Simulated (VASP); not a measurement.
Input of a VASP 6.6.1 run:

File INCAR:

```
SYSTEM = GaSb2Te2
PREC     = Accurate       ! precision mode
ENCUT    = 520            ! plane-wave cutoff, eV
EDIFF    = 1E-6           ! SCF threshold, eV
ISMEAR   = 0              ! smearing method
SIGMA    = 0.1            ! smearing width, eV
LREAL    = .False.        ! projectors in reciprocal space
LASPH    = .True.         ! aspherical terms in the spheres
NELM     = 80             ! most SCF steps
ALGO     = Normal         ! electronic algorithm
ISIF     = 2              ! what is computed and relaxed
LWAVE    = .False.        ! write WAVECAR
LCHARG   = .False.        ! write CHGCAR
GGA      = PE             ! functional
NBANDS   = 26             ! bands
```

KPOINTS

```
regular mesh
0
Gamma
  12 12 6
  0 0 0
```

File POSCAR:

```
GaSb2Te2
1.0
    5.6233574887      0.0000000000      0.0000000000
   -2.8116787443      4.8699704398      0.0000000000
    0.0000000000      0.0000000000      6.0933917809
Ga Sb Te
1 2 2
Direct
    0.0000000000      0.0000000000      0.5000000000
    0.3333333333      0.6666666667      0.5000000000
    0.6666666667      0.3333333333      0.5000000000
    0.3333333333      0.6666666667      0.0000000000
    0.6666666667      0.3333333333      0.0000000000
```

Potentials or basis: VASP PAW PBE potentials, release 64 (Ga_d, Sb, Te).

Command:

```bash
$ cat potpaw_PBE.64/Ga_d/POTCAR potpaw_PBE.64/Sb/POTCAR potpaw_PBE.64/Te/POTCAR > POTCAR
$ mpirun -np 1 vasp_std > vasp.out
```

**Question.** Predict the pressure.

**Answer.** 0.0 GPa.
